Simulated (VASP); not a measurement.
A run of VASP 6.6.1 is set up as follows.

The input INCAR:

```
SYSTEM = HoSi2O
PREC = Accurate ; ENCUT = 600
EDIFF = 1E-7 ; ISMEAR = 0
SIGMA = 0.1 ; LREAL = .False.
LASPH = .True. ; NELM = 200
ALGO = Normal ; ISIF = 3
LWAVE = .False. ; LCHARG = .False.
GGA = PE ; IBRION = 2
NSW = 100 ; EDIFFG = -0.01
GGA_COMPAT = .False. ; NELMIN = 4
LMAXMIX = 6
```

File KPOINTS:

```
Automatic mesh
0
Gamma
  12 12 10
  0 0 0
```

POSCAR

```
HoSi2O
1.0
    4.1167182278      0.0000000000      0.0000000000
    0.0000000000      4.1167182278      0.0000000000
    0.0000000000      0.0000000000      4.5983095671
Ho Si O
1 2 1
Direct
    0.0000000000      0.0000000000      0.5000000000
    0.5000000000      0.0000000000      0.0000000000
    0.0000000000      0.5000000000      0.0000000000
    0.0000000000      0.0000000000      0.0000000000
```

Potentials or basis: VASP PAW PBE potentials, release 64 (Ho_3, Si, O), 4f in core.

Command:

```bash
$ cat potpaw_PBE.64/Ho_3/POTCAR potpaw_PBE.64/Si/POTCAR potpaw_PBE.64/O/POTCAR > POTCAR
$ mpirun -np 1 vasp_std > vasp.out
```

(1) What does it give for the band gap on the k mesh?

(2) Estimate the space group after relaxing (to 0.1 Å).

(3) What does it give for the relaxed cell?

## Answers

(1) zero (an odd number of electrons rules out a gap without spin polarisation).

(2) P4/mmm (No. 123).

(3) a = 4.144 Å, b = 4.144 Å, c = 4.589 Å, α = 90.00°, β = 90.00°, γ = 90.00°.

Caveat: spin-orbit coupling is left out, which moves the levels of the heavy elements; the 4f electrons are frozen in the core, so they carry no moment and show no levels; an odd number of electrons without spin polarisation forces a metal; a magnetic or distorted state may lie lower; the run has no spin polarisation, though such a crystal can be magnetic.
